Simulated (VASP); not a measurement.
# CdSe (P6_3mc) in VASP: a series of runs, part 2 of 2

VASP 6.6.1.

## Step 3: Single point, PBE

Contents of INCAR:

```
PREC = Accurate
ENCUT = 520
EDIFF = 1E-6
ISMEAR = 0
SIGMA = 0.02
LREAL = F
LASPH = T
NELM = 80
ALGO = Normal
ISIF = 2
LWAVE = F
LCHARG = F
GGA = PE
NBANDS = 26
```

Contents of KPOINTS:

```
regular mesh
0
Gamma
  12 12 6
```

Contents of POSCAR:

```
CdSe
1.0
    4.3843196039      0.0000000000      0.0000000000
   -2.1921598020      3.7969321553      0.0000000000
    0.0000000000      0.0000000000      7.1540873383
Cd Se
2 2
Direct
    0.6666666667      0.3333333333      0.5000328785
    0.3333333333      0.6666666667      1.0000328785
    0.6666666667      0.3333333333      0.8758271215
    0.3333333333      0.6666666667      0.3758271215
```

Potentials or basis: VASP PAW PBE potentials, release 64 (Cd, Se).

Command:

```sh
> cat potpaw_PBE.64/Cd/POTCAR potpaw_PBE.64/Se/POTCAR > POTCAR
> mpirun -np 1 vasp_std > vasp.out
```

OUTCAR:

```text
PREC = Accurate
   ENCUT = 520
   EDIFF = 1E-6
   ISMEAR = 0
   LREAL = F
   LASPH = T
   NELM = 80
   ISIF = 2
   GGA = PE

 ion  position               nearest neighbor table
   1  0.667  0.333  0.500-   4 2.68   4 2.68   4 2.68   3 2.69
   2  0.333  0.667  0.000-   3 2.68   3 2.68   3 2.68   4 2.69
   3  0.667  0.333  0.876-   2 2.68   2 2.68   2 2.68   1 2.69
   4  0.333  0.667  0.376-   1 2.68   1 2.68   1 2.68   2 2.69

  LATTYP: Found a hexagonal cell.
 ALAT       =     4.3843196039
 C/A-ratio  =     1.6317440298

  Lattice vectors:

 A1 = (   4.3843196039,   0.0000000000,   0.0000000000)
 A2 = (  -2.1921598020,   3.7969321553,   0.0000000000)
 A3 = (   0.0000000000,   0.0000000000,   7.1540873383)

Analysis of symmetry for initial positions (statically):
=====================================================================
 Subroutine PRICEL returns:
 Original cell was already a primitive cell.

 Routine SETGRP: Setting up the symmetry group for a
 hexagonal supercell.

 Subroutine GETGRP returns: Found 12 space group operations
 (whereof  6 operations were pure point group operations)
 out of a pool of 24 trial point group operations.

The static configuration has the point symmetry C_3v.
 The point group associated with its full space group is C_6v.

Analysis of symmetry for dynamics (positions and initial velocities):
=====================================================================
 Subroutine PRICEL returns:
 Original cell was already a primitive cell.

 Routine SETGRP: Setting up the symmetry group for a
 hexagonal supercell.

 Subroutine GETGRP returns: Found 12 space group operations
 (whereof  6 operations were pure point group operations)
 out of a pool of 24 trial point group operations.

The dynamic configuration has the point symmetry C_3v.
 The point group associated with its full space group is C_6v.

 Subroutine INISYM returns: Found 12 space group operations
 (whereof  6 operations are pure point group operations),
 and found     1 'primitive' translations

----------------------------------------------------------------------------------------

                                     Primitive cell

  volume of cell :     119.0938

  direct lattice vectors                    reciprocal lattice vectors
     4.384319604  0.000000000  0.000000000     0.228085562  0.131685261  0.000000000
    -2.192159802  3.796932155  0.000000000     0.000000000  0.263370521  0.000000000
     0.000000000  0.000000000  7.154087338     0.000000000  0.000000000  0.139780234

  length of vectors
     4.384319604  4.384319604  7.154087338     0.263370521  0.263370521  0.139780234

  position of ions in fractional coordinates (direct lattice)
     0.666666667  0.333333333  0.500032879
     0.333333333  0.666666667  0.000032879
     0.666666667  0.333333333  0.875827122
     0.333333333  0.666666667  0.375827122

  ion indices of the primitive-cell ions
   primitive index   ion index
                 1           1
                 2           2
                 3           3
                 4           4

----------------------------------------------------------------------------------------

 KPOINTS: regular mesh

Automatic generation of k-mesh.
 Grid dimensions read from file:
 generate k-points for:   12   12    6

 Generating k-lattice:

  Cartesian coordinates                     Fractional coordinates (reciprocal lattice)
     0.019007130  0.010973772  0.000000000     0.083333333  0.000000000  0.000000000
     0.000000000  0.021947543  0.000000000     0.000000000  0.083333333  0.000000000
     0.000000000  0.000000000  0.023296706     0.000000000  0.000000000  0.166666667

  Length of vectors
     0.021947543  0.021947543  0.023296706

  Shift w.r.t. Gamma in fractional coordinates (k-lattice)
     0.000000000  0.000000000  0.000000000

 Subroutine IBZKPT returns following result:
 ===========================================

 Found     76 irreducible k-points:

 Following reciprocal coordinates:
            Coordinates               Weight
  0.000000  0.000000  0.000000      1.000000
  0.083333  0.000000  0.000000      6.000000
  0.166667 -0.000000  0.000000      6.000000
  0.250000  0.000000  0.000000      6.000000
  0.333333  0.000000  0.000000      6.000000
  0.416667 -0.000000  0.000000      6.000000
[... 16 lines left out ...]
  0.250000  0.000000  0.166667     12.000000
  0.333333  0.000000  0.166667     12.000000
 [... further k-points ...]
   k-points           NKPTS =     76   k-points in BZ     NKDIM =     76   number of bands    NBANDS=     26
   number of dos      NEDOS =    301   number of ions     NIONS =      4
   total plane-waves  NPLWV =  69984
   dimension x,y,z NGX =    36 NGY =   36 NGZ =   54
   dimension x,y,z NGXF=    72 NGYF=   72 NGZF=  108
   ions per type =               2   2
   NGX,Y,Z   is equivalent  to a cutoff of  13.65, 13.65, 12.55 a.u.
   NGXF,Y,Z  is equivalent  to a cutoff of  27.30, 27.30, 25.10 a.u.
 SYSTEM =  unknown system
   PREC   = accura    normal or accurate (medium, high low for compatibility)
   ISTART =      0    job   : 0-new  1-cont  2-samecut
   ICHARG =      2    charge: 1-file 2-atom 10-const
   ISPIN  =      1    spin polarized calculation?
   LNONCOLLINEAR =      F non collinear calculations
   LSORBIT =      F    spin-orbit coupling
   LASPH  =      T    aspherical Exc in radial PAW
   ENCUT  =  520.0 eV  38.22 Ry    6.18 a.u.   8.15  8.15 13.30*2*pi/ulx,y,z
   NELM   =     80;   NELMIN=  2; NELMDL= -5     # of ELM steps
   EDIFF  = 0.1E-05   stopping-criterion for ELM
   LREAL  =      F    real-space projection
   EDIFFG = 0.1E-04   stopping-criterion for IOM
   NSW    =      0    number of steps for IOM
   IBRION =     -1    ionic relax: 0-MD 1-quasi-New 2-CG
   NFREE  =      0    steps in history (QN), initial steepest desc. (CG)
   ISIF   =      2    stress and relaxation
   ISYM   =      2    0-nonsym 1-usesym 2-fastsym
   POTIM  = 0.5000    time-step for ionic-motion
   TEBEG  =    0.0;   TEEND  =   0.0 temperature during run
   PSTRESS=    0.0 pullay stress
   NELECT =      36.0000    total number of electrons
   NUPDOWN=      -1.0000    fix difference up-down
   EMIN   =  10.00;   EMAX   =-10.00  energy-range for DOS
   EFERMI =   0.00;   METHOD = LEGACY
   ISMEAR =     0;   SIGMA  =   0.02  broadening in eV -4-tet -1-fermi 0-gaus
   EFERMI_NEDOS =   21; number of points for ismear=-14 and -15
   IALGO  =     38    algorithm
   IMIX   =      4    mixing-type and parameters
     AMIX     =   0.40;   BMIX     =  1.00
     AMIX_MAG =   1.60;   BMIX_MAG =  1.00
  volume/ion in A,a.u.               =      29.77       200.92
  Fermi-wavevector in a.u.,A,eV,Ry     =   1.098700  2.076242 16.424168  1.207142
  Thomas-Fermi vector in A             =   2.235082
   LORBIT       =      0    0 simple, 1 ext, 2 COOP (PROOUT), +10 PAW based schemes
   GGA     = PE    functional components
   LHFCALC =     F    Hartree Fock is set to
   AEXX    =    0.0000 exact exchange contribution
   IVDW    =     0    specifies the selected vdW correction
   LEPSILON=     F    determine dielectric tensor
   LRPA    =     F    only Hartree local field effects (RPA)
 non-spin polarized calculation
 Gauss-broadening in eV      SIGMA  =   0.02
  energy-cutoff  :      520.00
  volume of cell :      119.09
 maximum number of plane-waves:      3240
 NGX is ok and might be reduce to    36
   NGX = 17   NGY = 17   NGZ = 27

 number of electron      36.0000015 magnetization

 Free energy of the ion-electron system (eV)
  ---------------------------------------------------
  ext. energy  EPLUGINS =         0.00000000
  ---------------------------------------------------
  free energy    TOTEN  =       -10.99569696 eV

  energy without entropy =      -10.99569696  energy(sigma->0) =      -10.99569696

 E-fermi :   0.6496     XC(G=0):  -8.6238

 val. band max:        0.5109599290   @ k =   0.0000   0.0000   0.0000
 cond. band min:       1.0514734862   @ k =   0.0000   0.0000   0.0000
 fundamental gap:      0.5405135572
 Fermi energy:         0.6495812863

 k-point     1 :       0.0000    0.0000    0.0000
  band No.  band energies     occupation
      1     -11.7866      2.00000
      2     -11.4578      2.00000
      3      -7.2435      2.00000
      4      -7.2381      2.00000
      5      -7.2381      2.00000
      6      -7.1805      2.00000
[... 18 lines left out ...]
     25       7.4660      0.00000
     26       8.0096      0.00000
[... 644 lines left out ...]
      4      -7.1684      2.00000
      5      -7.0946      2.00000
      6      -7.0845      2.00000
[... 18 lines left out ...]
     25       8.0327      0.00000
     26       8.8081      0.00000

 [... further k-points ...]
[... 5 lines left out ...]
  --------------------------------------------------------------------------------------
  -------------------------------------------------------------------------------------
  Total        0.1566815      0.1566815      0.1740221     -0.0000000      0.0000000      0.0000000
  in kB        2.1078468      2.1078468      2.3411312     -0.0000000      0.0000000      0.0000000
  external PRESSURE =       2.1856083 kB  Pullay stress =       0.0000000 kB

 VOLUME and BASIS-vectors are now :
 -----------------------------------------------------------------------------
  energy-cutoff  :      520.00
  volume of cell :      119.09
      direct lattice vectors                 reciprocal lattice vectors
     4.384319604  0.000000000  0.000000000     0.228085562  0.131685261  0.000000000
    -2.192159802  3.796932155  0.000000000     0.000000000  0.263370521  0.000000000
     0.000000000  0.000000000  7.154087338     0.000000000  0.000000000  0.139780234

 POSITION                                       TOTAL-FORCE (eV/Angst)
 -----------------------------------------------------------------------------------
      2.19216      1.26564      3.57728         0.000000      0.000000     -0.000134
     -0.00000      2.53129      0.00024        -0.000000      0.000000     -0.000134
      2.19216      1.26564      6.26574        -0.000000      0.000000      0.000134
     -0.00000      2.53129      2.68870         0.000000     -0.000000      0.000134
 -----------------------------------------------------------------------------------
    total drift:                               -0.000000     -0.000000      0.000176

  FREE ENERGIE OF THE ION-ELECTRON SYSTEM (eV)
  ---------------------------------------------------
  free  energy   TOTEN  =       -10.9956969606 eV

  energy  without entropy=      -10.9956969606  energy(sigma->0) =      -10.99569696
```

stdout:

```text
POSCAR found type information on POSCAR CdSe
 POSCAR found :  2 types and       4 ions
 scaLAPACK will be used
 LDA part: xc-table for (Slater+PW92), standard interpolation
 POSCAR, INCAR and KPOINTS ok, starting setup
 FFT: planning ... GRIDC
 FFT: planning ... GRID_SOFT
 FFT: planning ... GRID
 WAVECAR not read
 entering main loop
```

Run time: 2.8 min. Hardware: 1 thread of Intel Xeon 6975P-C (Granite Rapids), shared host; peak memory 0.37 GiB.

Results:

```
Free energy            : -10.9957 eV
Pressure               : 0.2 GPa
Band gap on the k mesh : 0.54 eV, direct
```

A hybrid or GW would open this gap; PBE tends to underestimate it.
